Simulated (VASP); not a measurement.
# KCa2Se6 (P-31m) in VASP: a series of runs, part 2 of 2

VASP 6.6.1. Earlier steps stand in the parts before.

## (4) Relaxation of cell and atoms, PBE

File INCAR:

```
SYSTEM = KCa2Se6
PREC     = Accurate       ! precision mode
ENCUT    = 600            ! plane-wave cutoff, eV
EDIFF    = 1E-7           ! SCF threshold, eV
ISMEAR   = 0              ! smearing method
SIGMA    = 0.1            ! smearing width, eV
LREAL    = .False.        ! projectors in reciprocal space
LASPH    = .True.         ! aspherical terms in the spheres
NELM     = 100            ! most SCF steps
ALGO     = Normal         ! electronic algorithm
ISIF     = 3              ! what is computed and relaxed
LWAVE    = .False.        ! write WAVECAR
LCHARG   = .False.        ! write CHGCAR
GGA      = PE             ! functional
IBRION   = 2              ! ionic algorithm
NSW      = 90             ! ionic steps
EDIFFG   = -0.04          ! ionic threshold
```

File KPOINTS:

```
Automatic mesh
0
Gamma
  3 3 4
  0 0 0
```

File POSCAR:

```
KCa2Se6
1.0
    7.4985556000      0.0000000000      0.0000000000
   -3.7492778000      6.4939396400      0.0000000000
    0.0000000000      0.0000000000      6.3422433100
K Ca Se
1 2 6
Direct
    0.0000000000      0.0000000000      0.0000000000
    0.3333333300      0.6666666700      0.5000000000
    0.6666666700      0.3333333300      0.5000000000
    0.0000000000      0.6806309800      0.7660099900
    0.0000000000      0.3193690200      0.2339900100
    0.3193690200      0.3193690200      0.7660099900
    0.6806309800      0.6806309800      0.2339900100
    0.3193690200      0.0000000000      0.2339900100
    0.6806309800      0.0000000000      0.7660099900
```

The run is started by

```bash
$ cat potpaw_PBE.64/K_sv/POTCAR potpaw_PBE.64/Ca_sv/POTCAR potpaw_PBE.64/Se/POTCAR > POTCAR
$ mpirun -np 1 vasp_std > vasp.out
```

It took 30 min on 1 thread of Intel Xeon 6975P-C (Granite Rapids), shared host; peak memory 0.56 GiB.

The run converged. Its results:

```
Free energy                           : -34.5796 eV
Relaxed volume                        : 36.49 Å³/atom
Relaxed cell                          : a = 8.683 Å, b = 8.683 Å, c = 5.030 Å, α = 90.00°, β = 90.00°, γ = 120.00°
Space group after relaxing (to 0.1 Å) : P-31m (No. 162)
Pressure after relaxing               : 0.0 GPa
Largest force after relaxing          : 0.019 eV/Å
Band gap on the k mesh                : zero (an odd number of electrons rules out a gap without spin polarisation)
```

Forces on the atoms (eV/Å):
```
K    0.000  0.000  0.000
Ca   0.000  0.000  0.000
Ca   0.000  0.000  0.000
Se  -0.007  0.012  0.013
Se   0.007 -0.012 -0.013
Se  -0.007 -0.012  0.013
Se   0.007  0.012 -0.013
Se  -0.014  0.000 -0.013
Se   0.014  0.000  0.013
```

Stress tensor (GPa, compression positive):
```
 0.02  0.00  0.00
 0.00  0.02  0.00
 0.00  0.00 -0.06
```

Final structure:
```yaml
crystal:
  lattice:
    - [8.68278, 0.00000, 0.00000]
    - [-4.34139, 7.51951, 0.00000]
    - [0.00000, 0.00000, 5.03015]
  atoms:
    - { symbol: K, position: [0.00000, 0.00000, 0.00000] }
    - { symbol: Ca, position: [0.33333, 0.66667, 0.50000] }
    - { symbol: Ca, position: [0.66667, 0.33333, 0.50000] }
    - { symbol: Se, position: [0.00000, 0.55865, 0.77946] }
    - { symbol: Se, position: [0.00000, 0.44135, 0.22054] }
    - { symbol: Se, position: [0.44135, 0.44135, 0.77946] }
    - { symbol: Se, position: [0.55865, 0.55865, 0.22054] }
    - { symbol: Se, position: [0.44135, 0.00000, 0.22054] }
    - { symbol: Se, position: [0.55865, 0.00000, 0.77946] }
```

Levels at points of the mesh, in eV from the Fermi level:
| k point | band 29 | band 30 | band 31 | band 32 | band 33 | band 34 | band 35 | band 36 | band 37 | band 38 |
| --- | --- | --- | --- | --- | --- | --- | --- | --- | --- | --- |
| (0.00, 0.00, 0.00) | -1.34 | -1.34 | -1.12 | -1.12 | -0.87 | 1.70 | 1.70 | 1.91 | 2.52 | 2.63 |
| (0.00, 0.00, 0.50) | -1.47 | -1.47 | -0.01 | 0.03 | 0.03 | 0.73 | 1.48 | 1.48 | 3.01 | 3.12 |

Caveat: a cell axis changed by over 15 % at a fixed basis, so the end point is rough; an odd number of electrons without spin polarisation forces a metal; a magnetic or distorted state may lie lower.

## (5) Single point, PBE

This run uses another cell than the first one, of 36.58 Å³/atom.

File INCAR:

```
PREC = Accurate
ENCUT = 520
EDIFF = 1E-7
ISMEAR = 0
SIGMA = 0.1
LREAL = False
LASPH = True
NELM = 100
ALGO = Normal
ISIF = 2
LWAVE = False
LCHARG = True
GGA = PE
LELF = True
LVHAR = True
NBANDS = 42
```

File KPOINTS:

```
regular mesh
0
Gamma
  6 6 8
```

File POSCAR:

```
KCa2Se6
1.0
    8.7057331629      0.0000000000      0.0000000000
   -4.3528665814      7.5393860777      0.0000000000
    0.0000000000      0.0000000000      5.0161511828
K Ca Se
1 2 6
Direct
    0.0000000000      0.0000000000      0.0000000000
    0.3333333333      0.6666666667      0.5000000000
    0.6666666667      0.3333333333      0.5000000000
    0.0000000000      0.5569143940      0.7757234808
    0.0000000000      0.4430856060      0.2242765192
    0.4430856060      0.4430856060      0.7757234808
    0.5569143940      0.5569143940      0.2242765192
    0.4430856060      0.0000000000      0.2242765192
    0.5569143940      0.0000000000      0.7757234808
```

Potentials or basis: VASP PAW PBE potentials, release 64 (K_sv, Ca_sv, Se).

The run is started by

```bash
$ cat potpaw_PBE.64/K_sv/POTCAR potpaw_PBE.64/Ca_sv/POTCAR potpaw_PBE.64/Se/POTCAR > POTCAR
$ mpirun -np 1 vasp_std > vasp.out
```

OUTCAR:

```text
PREC = Accurate
   ENCUT = 520
   EDIFF = 1E-7
   ISMEAR = 0
   LREAL = False
   LASPH = True
   NELM = 100
   ISIF = 2
   GGA = PE

 ion  position               nearest neighbor table
   1  0.000  0.000  0.000-
   2  0.333  0.667  0.500-   4 2.91   8 2.91   5 2.91   9 2.91   7 2.91   6 2.91
   3  0.667  0.333  0.500-   5 2.91   9 2.91   4 2.91   8 2.91   6 2.91   7 2.91
   4  0.000  0.557  0.776-   5 2.46   2 2.91   3 2.91
   5  0.000  0.443  0.224-   4 2.46   3 2.91   2 2.91
   6  0.443  0.443  0.776-   7 2.46   3 2.91   2 2.91
[... 1298 lines left out ...]
  Total        0.1598422      0.1598422      0.1030801      0.0000000      0.0000000     -0.0000000
  in kB        0.7778399      0.7778399      0.5016184      0.0000000      0.0000000     -0.0000000
  external PRESSURE =       0.6857661 kB  Pullay stress =       0.0000000 kB

 VOLUME and BASIS-vectors are now :
 -----------------------------------------------------------------------------
  energy-cutoff  :      520.00
  volume of cell :      329.24
      direct lattice vectors                 reciprocal lattice vectors
     8.705733163  0.000000000  0.000000000     0.114866833  0.066318397  0.000000000
    -4.352866581  7.539386078  0.000000000     0.000000000  0.132636794  0.000000000
     0.000000000  0.000000000  5.016151183     0.000000000  0.000000000  0.199356033

 POSITION                                       TOTAL-FORCE (eV/Angst)
 -----------------------------------------------------------------------------------
      0.00000      0.00000      0.00000         0.000000      0.000000     -0.000000
     -0.00000      5.02626      2.50808         0.000000      0.000000     -0.000000
      4.35287      2.51313      2.50808         0.000000      0.000000     -0.000000
     -2.42417      4.19879      3.89115        -0.001827      0.003165     -0.005130
     -1.92869      3.34059      1.12500         0.001827     -0.003165      0.005130
      1.92869      3.34059      3.89115        -0.001827     -0.003165     -0.005130
      2.42417      4.19879      1.12500         0.001827      0.003165      0.005130
      3.85739      0.00000      1.12500        -0.003654      0.000000      0.005130
      4.84835      0.00000      3.89115         0.003654     -0.000000     -0.005130
 -----------------------------------------------------------------------------------
    total drift:                                0.000000     -0.000000      0.000000

  FREE ENERGIE OF THE ION-ELECTRON SYSTEM (eV)
  ---------------------------------------------------
  free  energy   TOTEN  =       -34.5407136797 eV

  energy  without entropy=      -34.5227710734  energy(sigma->0) =      -34.53174238
```

It took 9.5 min on 1 thread of Intel Xeon 6975P-C (Granite Rapids), shared host; peak memory 0.81 GiB.

Results:

```yaml
Free_energy: -34.5407 eV
Pressure: 0.1 GPa
Largest_force: 0.006 eV/Å
Band_gap_on_the_k_mesh: zero (an odd number of electrons rules out a gap without spin polarisation)
```

Forces in eV/Å, atoms in the order of the input:
```
K    0.000  0.000  0.000
Ca   0.000  0.000  0.000
Ca   0.000  0.000  0.000
Se  -0.002  0.003 -0.005
Se   0.002 -0.003  0.005
Se  -0.002 -0.003 -0.005
Se   0.002  0.003  0.005
Se  -0.004  0.000  0.005
Se   0.004  0.000 -0.005
```

Levels at points of the mesh, in eV from the Fermi level:
| k point | band 30 | band 31 | band 32 | band 33 | band 34 | band 35 | band 36 | band 37 |
| --- | --- | --- | --- | --- | --- | --- | --- | --- |
| (0.00, 0.00, 0.00) | -0.84 | -0.62 | -0.62 | -0.37 | 2.26 | 2.26 | 2.36 | 3.00 |
| (0.50, 0.00, 0.00) | -0.71 | -0.65 | -0.52 | -0.39 | 2.11 | 2.50 | 2.77 | 2.80 |
| (0.00, 0.00, 0.50) | -1.04 | 0.53 | 0.54 | 0.54 | 1.19 | 1.89 | 1.89 | 3.45 |
| (0.50, 0.00, 0.50) | -1.00 | 0.51 | 0.54 | 0.64 | 1.44 | 1.62 | 1.81 | 3.76 |

Caveat: an odd number of electrons without spin polarisation forces a metal; a magnetic or distorted state may lie lower.

## (6) Summary

| task | cell | k mesh | cutoff (eV) | gap on the mesh (eV) | pressure (GPa) | largest force (eV/Å) |
| --- | --- | --- | --- | --- | --- | --- |
| single point | a = 7.499, b = 7.499, c = 6.342 Å, angles 90.0, 90.0, 120.0°, 9 atoms, atomic positions A | 3 × 3 × 4 | 520 | none | -0.3 | 1.32 |
| single point | a = 8.620, b = 8.620, c = 5.039 Å, angles 90.0, 90.0, 120.0°, 9 atoms, atomic positions B | 3 × 3 × 4 | 520 | none | 0.2 | 0.04 |
| relaxation of cell and atoms | relaxed from a = 7.499, b = 7.499, c = 6.342 Å, angles 90.0, 90.0, 120.0°, 9 atoms, atomic positions A | 3 × 3 × 4 | 600 | none | 0.0 | 0.02 |
| single point | a = 8.706, b = 8.706, c = 5.016 Å, angles 90.0, 90.0, 120.0°, 9 atoms, atomic positions C | 6 × 6 × 8 | 520 | none | 0.1 | 0.01 |

Alike in all rows: level PBE; potentials or basis VASP PAW PBE potentials, release 64 (K_sv, Ca_sv, Se); no spin polarisation; smearing gaussian 0.1 eV.

Caveats: an odd number of electrons without spin polarisation forces a metal; a magnetic or distorted state may lie lower; a cell axis changed by over 15 % at a fixed basis, so the end point is rough (at least some runs).

Absolute energies hang on the potentials; compare differences alone.
